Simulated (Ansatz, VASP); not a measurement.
# As in VASP and in Ansatz

The input INCAR:

```
SYSTEM = As
PREC     = Accurate       ! precision mode
ENCUT    = 520            ! plane-wave cutoff, eV
EDIFF    = 1E-6           ! SCF threshold, eV
ISMEAR   = 0              ! smearing method
SIGMA    = 0.02           ! smearing width, eV
LREAL    = .FALSE.        ! projectors in reciprocal space
LASPH    = .TRUE.         ! aspherical terms in the spheres
NELM     = 60             ! most SCF steps
ALGO     = Normal         ! electronic algorithm
ISIF     = 2              ! what is computed and relaxed
LWAVE    = .FALSE.        ! write WAVECAR
LCHARG   = .FALSE.        ! write CHGCAR
LDIPOL   = .TRUE.       
IDIPOL   = 3            
DIPOL    = 0.5 0.5 0.500
NBANDS   = 12             ! bands
```

The input KPOINTS:

```
Automatic mesh
0
G
  9 9 1
  0 0 0
```

Contents of POSCAR:

```
As
1.0
    3.6330000000      0.0000000000      0.0000000000
   -1.8165000000      3.1462702920      0.0000000000
    0.0000000000      0.0000000000     28.0000000000
As
2
Direct
    0.3333333333      0.6666666667      0.5264285714
    0.6666666667      0.3333333333      0.4735714286
```

Input for Ansatz:

```yaml
crystal:
  lattice:
    - [3.633, 0.0, 0.0]
    - [-1.8165, 3.146270292, 0.0]
    - [0.0, 0.0, 28.0]
  atoms:
    - { symbol: As, position: [0.3333333333, 0.6666666667, 0.5264285714] }
    - { symbol: As, position: [0.6666666667, 0.3333333333, 0.4735714286] }
  periodic: [true, true, false]
basis:
  ecutwfc: 420
kpoints:
  mp_grid: { grid: [9, 9, 1] }
hamiltonian:
  xc: lda
scf:
  occupations: { method: gaussian, width: 0.02 }
output:
  forces: true
  stress: true
  eigenvalues: true
```

Alike in both runs: task single point; functional LDA; k mesh 9 × 9 × 1; occupations gaussian, width 0.02 eV; no spin polarisation.

|  | VASP | Ansatz |
| --- | --- | --- |
| version | VASP 6.6.1 | Ansatz 0.2.0 |
| potentials or method | VASP PAW LDA potentials, release 64 (As), cutoff 520 eV | scalar-relativistic, plane waves, PAW |
| valence electrons in the cell | 10 | 30 |

VASP gave:

| Property | Result |
| --- | --- |
| gap on the k mesh at the Fermi level (eV) | 1.23 |
| least direct gap on the mesh (eV) | 1.64 |
| rms of the force components (eV/Å) | 0.842 |

Q: What did Ansatz give for the same quantities?

A: gap on the k mesh at the Fermi level (eV): 1.22; least direct gap on the mesh (eV): 1.63; rms of the force components (eV/Å): 0.885.

LDA's correlation is that of Perdew and Zunger in VASP and of Perdew and Wang (1992) in Ansatz. Atom by atom the forces differ by 0.043 eV/Å (rms over components). VASP's potentials hold 10 valence electrons a cell and Ansatz's 30, so a difference there can come from the potentials and not from the codes.
